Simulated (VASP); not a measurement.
# Bi7Sb (R3m) in VASP: further runs

Runs on Bi7Sb. Level: PBE+D3(BJ). Tasks: single point.

All numbers are computed with VASP 6.6.1; they aren't measurements. Logs are shortened: lines on timing, memory, paths and dates and some standing lists are left out, and cuts for length are marked.

### Step 1. The cell of the first run

It takes space group R3m (No. 160, trigonal). Conventional cell: a = 9.015 Å, b = 9.015 Å, c = 11.742 Å, α = 90.00°, β = 90.00°, γ = 120.00°. Within 4.0 Å of Sb (site symmetry 3m) lie 6 Bi at 3.05 to 3.49 Å. Within 4.0 Å of Bi (site symmetry m) lie 6 Bi at 3.05 to 3.49 Å. Bi (site symmetry 3m) has 6 Bi at 3.05 to 3.49 Å within 4.0 Å. Within 4.0 Å of Bi (site symmetry m) lie 2 Sb at 3.05 to 3.49 Å and 4 Bi at 3.05 to 3.49 Å.

### Step 2. Single point, PBE+D3(BJ)

INCAR

```
SYSTEM = Bi7Sb
ALGO     = Normal         ! electronic algorithm
EDIFF    = 1E-7           ! SCF threshold, eV
ENCUT    = 520            ! plane-wave cutoff, eV
GGA      = PE             ! functional
ISIF     = 2              ! what is computed and relaxed
ISMEAR   = 0              ! smearing method
IVDW     = 12             ! dispersion correction
LASPH    = .TRUE.         ! aspherical terms in the spheres
LCHARG   = .TRUE.         ! write CHGCAR
LELF     = .TRUE.         ! ELF
LREAL    = .FALSE.        ! projectors in reciprocal space
LVHAR    = .TRUE.       
LWAVE    = .FALSE.        ! write WAVECAR
NBANDS   = 65             ! bands
NELM     = 100            ! most SCF steps
PREC     = Accurate       ! precision mode
SIGMA    = 0.1            ! smearing width, eV
```

KPOINTS

```
k-points
0
G
  3 3 3
  0 0 0
```

POSCAR

```
Bi7Sb
1.0
   -4.5074784700     -2.6023939100      3.9141014800
    4.5074784700     -2.6023939100      3.9141014800
    0.0000000000      5.2047878100      3.9141014800
Sb Bi
1 7
Direct
    0.2340000000      0.2340000000      0.2340000000
    0.7340000000      0.7340000000      0.2340000000
    0.7340000000      0.2340000000      0.7340000000
    0.2340000000      0.7340000000      0.7340000000
    0.7660000000      0.7660000000      0.7660000000
    0.2660000000      0.2660000000      0.7660000000
    0.2660000000      0.7660000000      0.2660000000
    0.7660000000      0.2660000000      0.2660000000
```

Potentials or basis: VASP PAW PBE potentials, release 64 (Sb, Bi_d).

Launch:

```console
$ cat potpaw_PBE.64/Sb/POTCAR potpaw_PBE.64/Bi_d/POTCAR > POTCAR
$ mpirun -np 1 vasp_std > vasp.out
```

OUTCAR:

```text
SYSTEM = Bi7Sb
   EDIFF = 1E-7
   ENCUT = 520
   GGA = PE
   ISIF = 2
   ISMEAR = 0
   IVDW = 12
   LASPH = .TRUE.
   LREAL = .FALSE.
   NELM = 100
   PREC = Accurate
 IVDW          = 12

 ion  position               nearest neighbor table
   1  0.234  0.234  0.234-   6 3.05   7 3.05   8 3.05   6 3.49   8 3.49   7 3.49
   2  0.734  0.734  0.234-   5 3.05   7 3.05   8 3.05   5 3.49   7 3.49   8 3.49
   3  0.734  0.234  0.734-   8 3.05   6 3.05   5 3.05   8 3.49   6 3.49   5 3.49
   4  0.234  0.734  0.734-   7 3.05   6 3.05   5 3.05   7 3.49   5 3.49   6 3.49
   5  0.766  0.766  0.766-   2 3.05   3 3.05   4 3.05   2 3.49   3 3.49   4 3.49
   6  0.266  0.266  0.766-   1 3.05   3 3.05   4 3.05   1 3.49   4 3.49   3 3.49
   7  0.266  0.766  0.266-   4 3.05   2 3.05   1 3.05   4 3.49   1 3.49   2 3.49
   8  0.766  0.266  0.266-   3 3.05   2 3.05   1 3.05   3 3.49   2 3.49   1 3.49

  LATTYP: Found a trigonal (rhomboedric) cell.
 ALAT       =     6.5122965700
 COS(alpha) =     0.0418599864

  Lattice vectors:

 A1 = (  -4.5074784700,  -2.6023939100,   3.9141014800)
 A2 = (   4.5074784700,  -2.6023939100,   3.9141014800)
 A3 = (   0.0000000000,   5.2047878100,   3.9141014800)

Analysis of symmetry for initial positions (statically):
=====================================================================
 Subroutine PRICEL returns:
 Original cell was already a primitive cell.

 Routine SETGRP: Setting up the symmetry group for a
 trigonal (rhombohedral) supercell.

 Subroutine GETGRP returns: Found  6 space group operations
 (whereof  6 operations were pure point group operations)
 out of a pool of 12 trial point group operations.

The static configuration has the point symmetry C_3v.

Analysis of symmetry for dynamics (positions and initial velocities):
=====================================================================
 Subroutine PRICEL returns:
 Original cell was already a primitive cell.

 Routine SETGRP: Setting up the symmetry group for a
 trigonal (rhombohedral) supercell.

 Subroutine GETGRP returns: Found  6 space group operations
 (whereof  6 operations were pure point group operations)
 out of a pool of 12 trial point group operations.

The dynamic configuration has the point symmetry C_3v.

 Subroutine INISYM returns: Found  6 space group operations
 (whereof  6 operations are pure point group operations),
 and found     1 'primitive' translations

----------------------------------------------------------------------------------------

                                     Primitive cell

  volume of cell :     275.4800

[... 88 lines left out ...]
   ISYM   =      2    0-nonsym 1-usesym 2-fastsym
   POTIM  = 0.5000    time-step for ionic-motion
   TEBEG  =    0.0;   TEEND  =   0.0 temperature during run
   PSTRESS=    0.0 pullay stress
   NELECT =     110.0000    total number of electrons
   NUPDOWN=      -1.0000    fix difference up-down
   EMIN   =  10.00;   EMAX   =-10.00  energy-range for DOS
   EFERMI =   0.00;   METHOD = LEGACY
   ISMEAR =     0;   SIGMA  =   0.10  broadening in eV -4-tet -1-fermi 0-gaus
   EFERMI_NEDOS =   21; number of points for ismear=-14 and -15
   IALGO  =     38    algorithm
   IMIX   =      4    mixing-type and parameters
     AMIX     =   0.40;   BMIX     =  1.00
     AMIX_MAG =   1.60;   BMIX_MAG =  1.00
  volume/ion in A,a.u.               =      34.43       232.38
  Fermi-wavevector in a.u.,A,eV,Ry     =   1.205524  2.278109 19.773172  1.453287
  Thomas-Fermi vector in A             =   2.341217
   LORBIT       =      0    0 simple, 1 ext, 2 COOP (PROOUT), +10 PAW based schemes
   GGA     = PE    functional components
   LHFCALC =     F    Hartree Fock is set to
   AEXX    =    0.0000 exact exchange contribution
   IVDW    =    12    specifies the selected vdW correction
   LEPSILON=     F    determine dielectric tensor
   LRPA    =     F    only Hartree local field effects (RPA)
 non-spin polarized calculation
 Gauss-broadening in eV      SIGMA  =   0.10
  energy-cutoff  :      520.00
  volume of cell :      275.48
 maximum number of plane-waves:      7485
   NGX = 25   NGY = 25   NGZ = 25

 number of electron     110.0000008 magnetization

 Free energy of the ion-electron system (eV)
  ---------------------------------------------------
  ext. energy  EPLUGINS =         0.00000000
  ---------------------------------------------------
  free energy    TOTEN  =       -31.63597339 eV

  energy without entropy =      -31.63597319  energy(sigma->0) =      -31.63597329

 E-fermi :   6.6814     XC(G=0):  -9.5424

 val. band max:        6.3388111258   @ k =   0.3333   0.3333   0.0000
 cond. band min:       7.0253546930   @ k =   0.3333   0.3333   0.0000
 fundamental gap:      0.6865435671
 Fermi energy:         6.6813782882

 k-point     1 :       0.0000    0.0000    0.0000
  band No.  band energies     occupation
      1     -16.4972      2.00000
      2     -16.4972      2.00000
      3     -16.4967      2.00000
      4     -16.4236      2.00000
      5     -16.4236      2.00000
      6     -16.3555      2.00000
[... 397 lines left out ...]
     64       8.5661      0.00000
     65       9.4219      0.00000

------------------------ aborting loop because EDIFF is reached ----------------------------------------

 Edisp (eV)   -3.65915

 E8    (eV) :    -1.8053

  FORCE on cell =-STRESS in cart. coord.  units (eV):
  Direction    XX          YY          ZZ          XY          YZ          ZX
  --------------------------------------------------------------------------------------
  -------------------------------------------------------------------------------------
  Total       0.09116     0.09116     0.05099     0.00000    -0.00000     0.00000
  in kB       0.53016     0.53016     0.29658     0.00000    -0.00000     0.00000
  external pressure =        0.45 kB  Pullay stress =        0.00 kB

 VOLUME and BASIS-vectors are now :
 -----------------------------------------------------------------------------
  energy-cutoff  :      520.00
  volume of cell :      275.48
      direct lattice vectors                 reciprocal lattice vectors
    -4.507478470 -2.602393910  3.914101480    -0.110926764 -0.064043597  0.085162159
     4.507478470 -2.602393910  3.914101480     0.110926764 -0.064043597  0.085162159
     0.000000000  5.204787810  3.914101480     0.000000000  0.128087194  0.085162159

 POSITION                                       TOTAL-FORCE (eV/Angst)
 -----------------------------------------------------------------------------------
      0.00000     -0.00000      2.74770         0.000000      0.000000     -0.036215
      0.00000     -2.60239      6.66180         0.000000     -0.006195      0.363774
     -2.25374      1.30120      6.66180        -0.005365      0.003097      0.363774
      2.25374      1.30120      6.66180         0.005365      0.003097      0.363774
      0.00000     -0.00000      8.99461         0.000000      0.000000     -0.352468
      0.00000      2.60239      5.08050         0.000000      0.234354     -0.234213
      2.25374     -1.30120      5.08050         0.202956     -0.117177     -0.234213
     -2.25374     -1.30120      5.08050        -0.202956     -0.117177     -0.234213
 -----------------------------------------------------------------------------------
    total drift:                                0.000000      0.000000      0.000524

  FREE ENERGIE OF THE ION-ELECTRON SYSTEM (eV)
  ---------------------------------------------------
  free  energy   TOTEN  =       -35.2951267807 eV

  energy  without entropy=      -35.2951265788  energy(sigma->0) =      -35.29512668
```

OSZICAR:

```text
N       E                     dE             d eps       ncg     rms          rms(c)
DAV:   1     0.140965371196E+04    0.14097E+04   -0.54974E+04   780   0.199E+03
DAV:   2     0.162915757508E+03   -0.12467E+04   -0.12245E+04   788   0.574E+02
DAV:   3    -0.201735181939E+02   -0.18309E+03   -0.17756E+03   924   0.227E+02
DAV:   4    -0.311647259589E+02   -0.10991E+02   -0.10884E+02   887   0.571E+01
DAV:   5    -0.316492955712E+02   -0.48457E+00   -0.48392E+00  1013   0.112E+01    0.269E+00
DAV:   6    -0.316324199498E+02    0.16876E-01   -0.15474E-01  1079   0.316E+00    0.156E+00
DAV:   7    -0.316348330581E+02   -0.24131E-02   -0.99261E-02   928   0.221E+00    0.402E-01
DAV:   8    -0.316355583493E+02   -0.72529E-03   -0.91377E-03  1104   0.625E-01    0.235E-01
DAV:   9    -0.316359634290E+02   -0.40508E-03   -0.18379E-03   880   0.458E-01    0.548E-02
DAV:  10    -0.316359551848E+02    0.82442E-05   -0.28886E-04   976   0.144E-01    0.212E-02
DAV:  11    -0.316359708491E+02   -0.15664E-04   -0.35580E-05  1104   0.409E-02    0.107E-02
DAV:  12    -0.316359729516E+02   -0.21025E-05   -0.10840E-05   920   0.197E-02    0.286E-03
DAV:  13    -0.316359730724E+02   -0.12076E-06   -0.12583E-06   936   0.100E-02    0.143E-03
DAV:  14    -0.316359733441E+02   -0.27167E-06   -0.18545E-07   640   0.337E-03    0.584E-04
DAV:  15    -0.316359733948E+02   -0.50772E-07   -0.41267E-08   520   0.168E-03
   1 F= -.35295127E+02 E0= -.35295127E+02  d E =-.201954E-06
```

stdout:

```text
POSCAR found type information on POSCAR SbBi
 POSCAR found :  2 types and       8 ions
 scaLAPACK will be used
 LDA part: xc-table for (Slater+PW92), standard interpolation
 POSCAR, INCAR and KPOINTS ok, starting setup
 FFT: planning ... GRIDC
 FFT: planning ... GRID_SOFT
 FFT: planning ... GRID
 WAVECAR not read
 entering main loop
```

It took 58 s on 1 thread of AMD EPYC 9R45 (Zen 5), shared host; peak memory 0.33 GiB.

Results:

| Item | Value |
| --- | --- |
| Free energy | -35.2951 eV |
| Pressure | 0.0 GPa |
| Largest force | 0.364 eV/Å |
| Band gap on the k mesh | 0.69 eV |
| Dispersion energy per atom | -0.457 eV |

Forces in eV/Å, atoms in the order of the input:
```
Sb   0.000  0.000 -0.036
Bi   0.000 -0.006  0.364
Bi  -0.005  0.003  0.364
Bi   0.005  0.003  0.364
Bi   0.000  0.000 -0.352
Bi   0.000  0.234 -0.234
Bi   0.203 -0.117 -0.234
Bi  -0.203 -0.117 -0.234
```

Caveat: spin-orbit coupling is left out, which moves the levels of the heavy elements. A k mesh can miss the band edges.

### Step 3. Single point, PBE+D3(BJ)

This run uses another cell than the first one, of 34.26 Å³/atom.

INCAR

```
PREC = Accurate
ENCUT = 520
EDIFF = 1E-6
ISMEAR = 0
SIGMA = 0.02
LREAL = False
LASPH = True
NELM = 60
ALGO = Fast
ISIF = 2
LWAVE = False
LCHARG = False
GGA = PE
IVDW = 12
NBANDS = 65
```

KPOINTS

```
regular mesh
0
Gamma
  6 6 6
```

POSCAR

```
Bi7Sb
1.0
   -4.5031751442     -2.5999093834      3.9018875802
    4.5031751442     -2.5999093834      3.9018875802
    0.0000000000      5.1998187617      3.9018875835
Sb Bi
1 7
Direct
    0.2338407201      0.2338407201      0.2338407201
    0.7359681245      0.7359681245      0.2377663416
    0.7359681245      0.2377663416      0.7359681245
    0.2377663416      0.7359681245      0.7359681245
    0.7632866222      0.7632866222      0.7632866222
    0.2618051849      0.2618051849      0.7695596974
    0.2618051849      0.7695596974      0.2618051849
    0.7695596974      0.2618051849      0.2618051849
```

Potentials or basis: VASP PAW PBE potentials, release 64 (Sb, Bi_d).

Launch:

```console
$ cat potpaw_PBE.64/Sb/POTCAR potpaw_PBE.64/Bi_d/POTCAR > POTCAR
$ mpirun -np 1 vasp_std > vasp.out
```

Run time: 4.1 min. Hardware: 1 thread of AMD EPYC 9R45 (Zen 5), shared host; peak memory 0.57 GiB.

The run converged. Its results:

* Free energy: -34.9043 eV
* Pressure: -0.1 GPa
* Largest force: 0.012 eV/Å
* Band gap on the k mesh: zero (bands 55 and 56 overlap by 0.16 eV)
* Dispersion energy per atom: -0.460 eV

Forces on the atoms (eV/Å):
```
Sb   0.000  0.000  0.012
Bi   0.000  0.000  0.006
Bi   0.000  0.000  0.006
Bi   0.000  0.000  0.006
Bi   0.000  0.000 -0.007
Bi   0.000 -0.001 -0.008
Bi  -0.001  0.001 -0.008
Bi   0.001  0.001 -0.008
```

Levels at points of the mesh, in eV from the Fermi level:
```csv
k point,band 53,band 54,band 55,band 56,band 57,band 58
"(0.00, 0.00, 0.00)",-1.51,-1.19,-1.19,2.37,2.41,2.41
"(0.50, 0.00, 0.00)",-1.50,-0.33,-0.22,0.74,0.81,2.07
"(0.50, 0.50, 0.00)",-0.99,-0.83,-0.73,0.98,1.01,1.09
"(0.50, 0.50, 0.50)",-0.28,-0.25,-0.25,-0.17,-0.17,0.07
```

Caveat: spin-orbit coupling is left out, which moves the levels of the heavy elements.

The gap in the log of VASP goes by the Fermi energy; the results here count the filled bands.